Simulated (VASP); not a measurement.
A run of VASP 6.6.1 is set up as follows.

Contents of INCAR:

```
SYSTEM = Cs
ALGO = Normal ; EDIFF = 1E-6
ENCUT = 520 ; GGA = PE
ISIF = 2 ; ISMEAR = -1
LASPH = .True. ; LCHARG = .False.
LREAL = .False. ; LWAVE = .False.
NBANDS = 16 ; NELM = 100
PREC = Accurate ; SIGMA = 0.05
```

KPOINTS

```
k-points
0
Gamma
  6 6 3
  0 0 0
```

The input POSCAR:

```
Cs
1.0
    5.6031700821      0.0000000000      0.0000000000
   -2.8015850411      4.8524876329      0.0000000000
    0.0000000000      0.0000000000      9.3197951771
Cs
2
Direct
    0.6666666667      0.3333333333      0.7500000000
    0.3333333333      0.6666666667      0.2500000000
```

Potentials or basis: VASP PAW PBE potentials, release 64 (Cs_sv).

The run is started by

```sh
$ cat potpaw_PBE.64/Cs_sv/POTCAR > POTCAR
$ mpirun -np 1 vasp_std > vasp.out
```

Question: Predict the pressure.

Answer: -0.1 GPa.

Question: Estimate the band gap on the k mesh.

Answer: Zero (bands 9 and 10 overlap by 1.38 eV).

Stress tensor (GPa, compression positive):
```
-0.10  0.00  0.00
 0.00 -0.10  0.00
 0.00  0.00 -0.17
```

Caveat: spin-orbit coupling is left out, which moves the levels of the heavy elements.
